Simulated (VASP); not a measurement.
# Mo (Pm-3m) in VASP: a series of runs

The runs below take Mo through single point, relaxation of cell and atoms, with BLYP.

All numbers are computed with VASP 6.6.1; they aren't measurements. Logs are shortened: lines on timing, memory, paths and dates and some standing lists are left out, and cuts for length are marked.

## (1) The cell of the first run

Symmetry: Pm-3m, No. 221, cubic system. The conventional cell has a = 2.643 Å, b = 2.643 Å, c = 2.643 Å, α = 90.00°, β = 90.00°, γ = 90.00°. Mo (site symmetry m-3m) has 6 Mo at 2.64 Å within 3.5 Å.

## (2) Single point, BLYP

Input file INCAR:

```
SYSTEM = Mo
AGGAC = 1.0
AGGAX = 1.0
ALDAC = 0.0
ALDAX = 1.0
ALGO = Normal
EDIFF = 1E-6
ENCUT = 520
GGA = B5
ISIF = 2
ISMEAR = -1
LASPH = .TRUE.
LCHARG = .FALSE.
LREAL = .FALSE.
LWAVE = .FALSE.
NBANDS = 13
NELM = 60
PREC = Accurate
SIGMA = 0.1
```

Input file KPOINTS:

```
k-points
0
G
  19 19 19
  0 0 0
```

Input file POSCAR:

```
Mo
1.0
    2.6427200497      0.0000000000      0.0000000000
    0.0000000000      2.6427200497      0.0000000000
    0.0000000000      0.0000000000      2.6427200497
Mo
1
Direct
    0.0000000000      0.0000000000      0.0000000000
```

Potentials or basis: VASP PAW PBE potentials, release 64 (Mo_sv).

Run with:

```
> cat potpaw_PBE.64/Mo_sv/POTCAR > POTCAR
> mpirun -np 1 vasp_std > vasp.out
```

OUTCAR:

```text
SYSTEM = Mo
   EDIFF = 1E-6
   ENCUT = 520
   GGA = B5
   ISIF = 2
   ISMEAR = -1
   LASPH = .TRUE.
   LREAL = .FALSE.
   NELM = 60
   PREC = Accurate

 ion  position               nearest neighbor table
   1  0.000  0.000  0.000-

  LATTYP: Found a simple cubic cell.
 ALAT       =     2.6427200497

  Lattice vectors:

 A1 = (   2.6427200497,   0.0000000000,   0.0000000000)
 A2 = (   0.0000000000,   2.6427200497,   0.0000000000)
 A3 = (   0.0000000000,   0.0000000000,   2.6427200497)

Analysis of symmetry for initial positions (statically):
=====================================================================
 Subroutine PRICEL returns:
 Original cell was already a primitive cell.

 Routine SETGRP: Setting up the symmetry group for a
 simple cubic supercell.

 Subroutine GETGRP returns: Found 48 space group operations
[... 9 lines left out ...]

 Routine SETGRP: Setting up the symmetry group for a
 simple cubic supercell.

 Subroutine GETGRP returns: Found 48 space group operations
[... 11 lines left out ...]
                                     Primitive cell

  volume of cell :      18.4567

  direct lattice vectors                    reciprocal lattice vectors
     2.642720050  0.000000000  0.000000000     0.378398007  0.000000000  0.000000000
     0.000000000  2.642720050  0.000000000     0.000000000  0.378398007  0.000000000
     0.000000000  0.000000000  2.642720050     0.000000000  0.000000000  0.378398007

  length of vectors
     2.642720050  2.642720050  2.642720050     0.378398007  0.378398007  0.378398007

  position of ions in fractional coordinates (direct lattice)
     0.000000000  0.000000000  0.000000000

  ion indices of the primitive-cell ions
   primitive index   ion index
                 1           1

----------------------------------------------------------------------------------------

 KPOINTS: k-points

Automatic generation of k-mesh.
 Grid dimensions read from file:
 generate k-points for:   19   19   19

 Generating k-lattice:

  Cartesian coordinates                     Fractional coordinates (reciprocal lattice)
     0.019915685  0.000000000  0.000000000     0.052631579  0.000000000  0.000000000
     0.000000000  0.019915685  0.000000000     0.000000000  0.052631579  0.000000000
     0.000000000  0.000000000  0.019915685     0.000000000  0.000000000  0.052631579

  Length of vectors
     0.019915685  0.019915685  0.019915685

  Shift w.r.t. Gamma in fractional coordinates (k-lattice)
     0.000000000  0.000000000  0.000000000

 Subroutine IBZKPT returns following result:
 ===========================================

 Found    220 irreducible k-points:

 Following reciprocal coordinates:
            Coordinates               Weight
  0.000000  0.000000  0.000000      1.000000
  0.052632  0.000000  0.000000      6.000000
  0.105263  0.000000  0.000000      6.000000
  0.157895  0.000000  0.000000      6.000000
  0.210526  0.000000  0.000000      6.000000
  0.263158  0.000000  0.000000      6.000000
[... 16 lines left out ...]
  0.263158  0.105263  0.000000     24.000000
  0.315789  0.105263  0.000000     24.000000
 [... further k-points ...]
   k-points           NKPTS =    220   k-points in BZ     NKDIM =    220   number of bands    NBANDS=     13
   number of dos      NEDOS =    301   number of ions     NIONS =      1
   total plane-waves  NPLWV =   8000
   dimension x,y,z NGX =    20 NGY =   20 NGZ =   20
   dimension x,y,z NGXF=    40 NGYF=   40 NGZF=   40
   ions per type =               1
   NGX,Y,Z   is equivalent  to a cutoff of  12.58, 12.58, 12.58 a.u.
   NGXF,Y,Z  is equivalent  to a cutoff of  25.16, 25.16, 25.16 a.u.
 SYSTEM =  Mo
   PREC   = accura    normal or accurate (medium, high low for compatibility)
   ISTART =      0    job   : 0-new  1-cont  2-samecut
   ICHARG =      2    charge: 1-file 2-atom 10-const
   ISPIN  =      1    spin polarized calculation?
   LNONCOLLINEAR =      F non collinear calculations
   LSORBIT =      F    spin-orbit coupling
   LASPH  =      T    aspherical Exc in radial PAW
   ENCUT  =  520.0 eV  38.22 Ry    6.18 a.u.   4.91  4.91  4.91*2*pi/ulx,y,z
   NELM   =     60;   NELMIN=  2; NELMDL= -5     # of ELM steps
   EDIFF  = 0.1E-05   stopping-criterion for ELM
   LREAL  =      F    real-space projection
   EDIFFG = 0.1E-04   stopping-criterion for IOM
   NSW    =      0    number of steps for IOM
   IBRION =     -1    ionic relax: 0-MD 1-quasi-New 2-CG
   NFREE  =      0    steps in history (QN), initial steepest desc. (CG)
   ISIF   =      2    stress and relaxation
   ISYM   =      2    0-nonsym 1-usesym 2-fastsym
   POTIM  = 0.5000    time-step for ionic-motion
   TEBEG  =    0.0;   TEEND  =   0.0 temperature during run
   PSTRESS=    0.0 pullay stress
   NELECT =      14.0000    total number of electrons
   NUPDOWN=      -1.0000    fix difference up-down
   EMIN   =  10.00;   EMAX   =-10.00  energy-range for DOS
   EFERMI =   0.00;   METHOD = LEGACY
   ISMEAR =    -1;   SIGMA  =   0.10  broadening in eV -4-tet -1-fermi 0-gaus
   EFERMI_NEDOS =   21; number of points for ismear=-14 and -15
   IALGO  =     38    algorithm
   IMIX   =      4    mixing-type and parameters
     AMIX     =   0.40;   BMIX     =  1.00
     AMIX_MAG =   1.60;   BMIX_MAG =  1.00
  volume/ion in A,a.u.               =      18.46       124.55
  Fermi-wavevector in a.u.,A,eV,Ry     =   1.493022  2.821403 30.328967  2.229116
  Thomas-Fermi vector in A             =   2.605476
   LORBIT       =      0    0 simple, 1 ext, 2 COOP (PROOUT), +10 PAW based schemes
   GGA     = B5    functional components
   LHFCALC =     F    Hartree Fock is set to
   AEXX    =    0.0000 exact exchange contribution
   IVDW    =     0    specifies the selected vdW correction
   LEPSILON=     F    determine dielectric tensor
   LRPA    =     F    only Hartree local field effects (RPA)
 non-spin polarized calculation
  energy-cutoff  :      520.00
  volume of cell :       18.46
 maximum number of plane-waves:       511
 NGX is ok and might be reduce to    20
   NGX =  9   NGY =  9   NGZ =  9

 number of electron      14.0000006 magnetization

 Free energy of the ion-electron system (eV)
  ---------------------------------------------------
  ext. energy  EPLUGINS =         0.00000000
  ---------------------------------------------------
  free energy    TOTEN  =        -8.58760162 eV

  energy without entropy =       -8.54437651  energy(sigma->0) =       -8.56598907

 E-fermi :  10.5096     XC(G=0): -11.6790

 val. band max:       10.5079164267   @ k =   0.3684   0.3684   0.2105
 cond. band min:      10.5107987768   @ k =   0.4211   0.3158   0.2105
 fundamental gap:      0.0028823501
 Fermi energy:        10.5095975632

 k-point     1 :       0.0000    0.0000    0.0000
  band No.  band energies     occupation
      1     -50.3520      2.00000
      2     -23.8500      2.00000
      3     -23.8500      2.00000
      4     -23.8500      2.00000
      5       4.4188      2.00000
      6       6.5969      2.00000
      7       6.5969      2.00000
      8      14.0692      0.00000
      9      14.0692      0.00000
     10      14.0692      0.00000
     11      25.7408      0.00000
     12      25.7408      0.00000
     13      25.7408      0.00000

 k-point     2 :       0.0526    0.0000    0.0000
  band No.  band energies     occupation
      1     -50.3476      2.00000
      2     -23.8873      2.00000
      3     -23.8468      2.00000
      4     -23.8468      2.00000
      5       4.5006      2.00000
      6       6.6169      2.00000
      7       6.6851      2.00000
      8      13.9608      0.00000
      9      13.9608      0.00000
     10      14.0770      0.00000
     11      25.3003      0.00000
     12      25.9040      0.00000
     13      25.9040      0.00000

 k-point     3 :       0.1053    0.0000    0.0000
  band No.  band energies     occupation
      1     -50.3347      2.00000
      2     -23.9944      2.00000
      3     -23.8377      2.00000
      4     -23.8377      2.00000
      5       4.7305      2.00000
      6       6.6750      2.00000
      7       6.9536      2.00000
      8      13.6617      0.00000
      9      13.6618      0.00000
     10      14.0997      0.00000
     11      24.2611      0.00000
     12      26.3633      0.00000
     13      26.3633      0.00000

 k-point     4 :       0.1579    0.0000    0.0000
  band No.  band energies     occupation
      1     -50.3147      2.00000
      2     -24.1575      2.00000
      3     -23.8235      2.00000
      4     -23.8235      2.00000
      5       5.0684      2.00000
      6       6.7666      2.00000
      7       7.4072      2.00000
      8      13.2351      0.00000
      9      13.2352      0.00000
     10      14.1350      0.00000
     11      23.0237      0.00000
     12      27.0436      0.00000
     13      27.0436      0.00000

 k-point     5 :       0.2105    0.0000    0.0000
  band No.  band energies     occupation
      1     -50.2896      2.00000
      2     -24.3565      2.00000
      3     -23.8058      2.00000
      4     -23.8058      2.00000
      5       5.4672      2.00000
      6       6.8838      2.00000
      7       8.0321      2.00000
      8      12.7523      0.00000
      9      12.7523      0.00000
     10      14.1793      0.00000
     11      21.8105      0.00000
     12      27.8575      0.00000
     13      27.8575      0.00000
[... 257 lines left out ...]
 k-point    22 :       0.2105    0.1053    0.0000
  band No.  band energies     occupation
      1     -50.2725      2.00000
      2     -24.3418      2.00000
      3     -23.9472      2.00000
      4     -23.7938      2.00000
      5       5.7668      2.00000
      6       7.1678      2.00000
      7       8.1453      2.00000
      8      12.3259      0.00000
      9      12.7895      0.00000
     10      13.8065      0.00000
     11      22.3137      0.00000
     12      26.0035      0.00000
     13      28.5174      0.00000

 k-point    23 :       0.2632    0.1053    0.0000
  band No.  band energies     occupation
      1     -50.2452      2.00000
      2     -24.5525      2.00000
      3     -23.9267      2.00000
      4     -23.7746      2.00000
      5       6.1735      2.00000
      6       7.3106      2.00000
      7       8.8146      2.00000
      8      11.9329      0.00000
      9      12.3195      0.00000
     10      13.8606      0.00000
     11      21.1983      0.00000
     12      26.4978      0.00000
     13      28.1613      0.00000

 k-point    24 :       0.3158    0.1053    0.0000
  band No.  band energies     occupation
      1     -50.2184      2.00000
      2     -24.7531      2.00000
      3     -23.9067      2.00000
      4     -23.7558      2.00000
      5       6.5753      2.00000
      6       7.4591      2.00000
      7       9.3574      1.99998
      8      11.7684      0.00001
      9      11.8974      0.00000
     10      13.9148      0.00000
     11      20.2800      0.00000
     12      26.4479      0.00000
     13      28.0153      0.00000

 [... further k-points ...]
[... 5 lines left out ...]
  --------------------------------------------------------------------------------------
  -------------------------------------------------------------------------------------
  Total        0.0451510      0.0451510      0.0451510     -0.0000000      0.0000000     -0.0000000
  in kB        3.9194426      3.9194426      3.9194426     -0.0000000      0.0000000     -0.0000000
  external PRESSURE =       3.9194426 kB  Pullay stress =       0.0000000 kB

 VOLUME and BASIS-vectors are now :
 -----------------------------------------------------------------------------
  energy-cutoff  :      520.00
  volume of cell :       18.46
      direct lattice vectors                 reciprocal lattice vectors
     2.642720050  0.000000000  0.000000000     0.378398007  0.000000000  0.000000000
     0.000000000  2.642720050  0.000000000     0.000000000  0.378398007  0.000000000
     0.000000000  0.000000000  2.642720050     0.000000000  0.000000000  0.378398007

 POSITION                                       TOTAL-FORCE (eV/Angst)
 -----------------------------------------------------------------------------------
      0.00000      0.00000      0.00000         0.000000      0.000000      0.000000
 -----------------------------------------------------------------------------------
    total drift:                                0.000000      0.000000      0.000000

  FREE ENERGIE OF THE ION-ELECTRON SYSTEM (eV)
  ---------------------------------------------------
  free  energy   TOTEN  =        -8.5876016234 eV

  energy  without entropy=       -8.5443765083  energy(sigma->0) =       -8.56598907
```

Wall time 17 s (1 thread of Intel Xeon Platinum 8559C (Emerald Rapids), shared host); peak memory 0.16 GiB.

What came out:

* Free energy: -8.5876 eV
* Pressure: 0.4 GPa
* Band gap on the k mesh: zero (band 7 reaches 11.90 eV, above the bottom of band 8 at 9.69 eV)

Caveat: the PAW data sets were made with another functional, which shifts forces and pressure a little.

## (3) Relaxation of cell and atoms, BLYP

This run uses another cell than the first one, of 16.83 Å³/atom, 0.912 times its volume.

Input file INCAR:

```
AGGAC = 1.0 ; AGGAX = 1.0
ALDAC = 0.0 ; ALDAX = 1.0
ALGO = Normal ; EDIFF = 1E-6
EDIFFG = -0.01 ; ENCUT = 600
GGA = B5 ; IBRION = 2
ISIF = 3 ; ISMEAR = -1
LASPH = True ; LCHARG = False
LREAL = False ; LWAVE = False
NELM = 60 ; NSW = 80
PREC = Accurate ; SIGMA = 0.1
```

Input file KPOINTS:

```
k-points
0
Gamma
  12 12 12
```

Input file POSCAR:

```
Mo
1.0
    2.5629259694      0.0000000000      0.0000000000
    0.0000000000      2.5629259694      0.0000000000
    0.0000000000      0.0000000000      2.5629259694
Mo
1
Direct
    0.0000000000      0.0000000000      0.0000000000
```

Potentials or basis: VASP PAW PBE potentials, release 64 (Mo_sv).

Run with:

```
> cat potpaw_PBE.64/Mo_sv/POTCAR > POTCAR
> mpirun -np 1 vasp_std > vasp.out
```

Run time: 67 s. Hardware: 1 thread of Intel Xeon Platinum 8559C (Emerald Rapids), shared host; peak memory 0.14 GiB.

The run converged. Its results:

- Free energy: -8.5933 eV
- Relaxed volume: 18.52 Å³/atom
- Relaxed cell: a = 2.646 Å, b = 2.646 Å, c = 2.646 Å, α = 90.00°, β = 90.00°, γ = 90.00°
- Space group after relaxing (to 0.05 Å): Pm-3m (No. 221)
- Energy gained by relaxing: 96.8 meV/atom
- Ionic steps: 18
- Pressure after relaxing: 0.0 GPa
- Band gap on the k mesh: zero (band 7 reaches 11.73 eV, above the bottom of band 8 at 9.76 eV)

Step by step:
```csv
step,energy change (eV),largest force (eV/Å),pressure (GPa),volume (Å³)
1,0.0000,0.0000,19.87,16.83
2,0.2162,0.0000,-21.49,22.45
3,-0.0965,0.0000,-0.94,18.64
4,-0.0968,0.0000,-0.17,18.54
5,-0.0968,0.0000,0.16,18.51
6,-0.0968,0.0000,0.18,18.51
7,-0.0968,0.0000,0.20,18.51
8,-0.0968,0.0000,0.15,18.51
9,-0.0968,0.0000,0.15,18.51
10,-0.0968,0.0000,0.15,18.51
11,-0.0968,0.0000,0.15,18.51
12,-0.0968,0.0000,0.15,18.51
13,-0.0968,0.0000,0.15,18.51
14,-0.0968,0.0000,0.16,18.51
15,-0.0968,0.0000,0.17,18.51
16,-0.0968,0.0000,0.13,18.51
17,-0.0968,0.0000,0.11,18.52
18,-0.0968,0.0000,0.05,18.52
```

Final structure:
```xyz
1
Lattice="2.6459 0.0000 0.0000 0.0000 2.6459 0.0000 0.0000 0.0000 2.6459" Properties=species:S:1:pos:R:3 pbc="T T T"
Mo    0.0000    2.6459    0.0000
```

Levels at points of the mesh, in eV from the Fermi level:
| k point | band 4 | band 5 | band 6 | band 7 | band 8 | band 9 | band 10 | band 11 |
| --- | --- | --- | --- | --- | --- | --- | --- | --- |
| (0.00, 0.00, 0.00) | -34.33 | -6.04 | -3.86 | -3.86 | 3.58 | 3.58 | 3.58 | 15.24 |
| (0.50, 0.00, 0.00) | -34.22 | -3.27 | -3.05 | 0.42 | 0.65 | 0.65 | 3.87 | 8.59 |
| (0.50, 0.50, 0.00) | -34.11 | -4.77 | -2.13 | 1.23 | 1.23 | 5.62 | 5.73 | 5.73 |
| (0.50, 0.50, 0.50) | -35.27 | -3.36 | -3.36 | -3.36 | 5.82 | 5.82 | 8.31 | 12.20 |

Caveat: the PAW data sets were made with another functional, which shifts forces and pressure a little.
